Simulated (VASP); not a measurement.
Wanted: the native input for a VASP 6.6.1 run.

| Item | Value |
| --- | --- |
| Task | single point |
| Functional | LDA |
| Potentials or basis | VASP PAW LDA potentials, release 64 (Al, Ga_d, N) |
| Cutoff | 520 eV |
| k mesh | 6 × 6 × 6 |
| Occupations | gaussian, width 0.01 eV |
| Spin | no spin polarisation |
| Dipole correction | no |
| Further INCAR settings | ALGO = Normal; EDIFF = 1e-06; NBANDS = 31 |

The structure of Al3GaN4 lies in POSCAR:

```
Al3GaN4
1.0
    4.3408928061      0.0000000000      0.0000000000
    0.0000000000      4.3408928061      0.0000000000
    0.0000000000      0.0000000000      4.3408928061
Al Ga N
3 1 4
Direct
    0.5000000000      0.5000000000      0.0000000000
    0.5000000000      0.0000000000      0.5000000000
    0.0000000000      0.5000000000      0.5000000000
    0.0000000000      0.0000000000      0.0000000000
    0.7448621376      0.7448621376      0.2551378624
    0.7448621376      0.2551378624      0.7448621376
    0.2551378624      0.7448621376      0.7448621376
    0.2551378624      0.2551378624      0.2551378624
```

The input as run:

INCAR

```
SYSTEM = Al3GaN4
PREC = Accurate
ENCUT = 520
EDIFF = 1E-6
ISMEAR = 0
SIGMA = 0.01
LREAL = .FALSE.
LASPH = .TRUE.
NELM = 80
ALGO = Normal
ISIF = 2
LWAVE = .FALSE.
LCHARG = .FALSE.
NBANDS = 31
```

KPOINTS

```
Automatic mesh
0
G
  6 6 6
  0 0 0
```

Potentials or basis: VASP PAW LDA potentials, release 64 (Al, Ga_d, N).

Run with:

```console
$ cat potpaw_LDA.64/Al/POTCAR potpaw_LDA.64/Ga_d/POTCAR potpaw_LDA.64/N/POTCAR > POTCAR
$ mpirun -np 1 vasp_std > vasp.out
```

Results of the run:

| Item | Value |
| --- | --- |
| Pressure | 5.2 GPa |
| Largest force | 0.025 eV/Å |
| Band gap on the k mesh | 3.37 eV |

Caveat: the cell stands under pressure.

It took 30 s on 1 thread of Intel(R) Xeon(R) Platinum 8375C CPU @ 2.90GHz (Ice Lake) (shared host), peak memory 0.18 GiB.
